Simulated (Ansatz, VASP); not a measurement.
Two plane-wave programs on Zr

```
Zr
1.0
     3.23200    0.00000    0.00000
    -1.61600    2.79899    0.00000
     0.00000    0.00000    5.14700
Zr
2
Direct
  0.04051 0.45230 0.25000
  0.66667 0.33333 0.75000
```

Alike in both runs: task single point; functional PBE; k mesh 18 × 18 × 10; occupations gaussian, width 0.15 eV; no spin polarisation.

|  | VASP | Ansatz |
| --- | --- | --- |
| version | VASP 6.6.1 | Ansatz 0.2.0 |
| potentials or method | VASP PAW PBE potentials, release 64 (Zr_sv), cutoff 520 eV | scalar-relativistic, plane waves, PAW |
| valence electrons in the cell | 24 | 24 |

Ansatz gave:

```
gap on the k mesh at the Fermi level (eV)                     : none
pressure (GPa)                                                : -1.1
traceless stress, the component that is largest in VASP (GPa) : 3.27
rms of the force components (eV/Å)                            : 0.545
```

**Question.** What did VASP give for the same quantities?

**Answer.** gap on the k mesh at the Fermi level (eV): none; pressure (GPa): -1.0; traceless stress, the component that is largest in VASP (GPa): 3.35; rms of the force components (eV/Å): 0.548.

Atom by atom the forces differ by 0.004 eV/Å (rms over components). A gap of «none» marks a metal or a gap that the smearing closes.
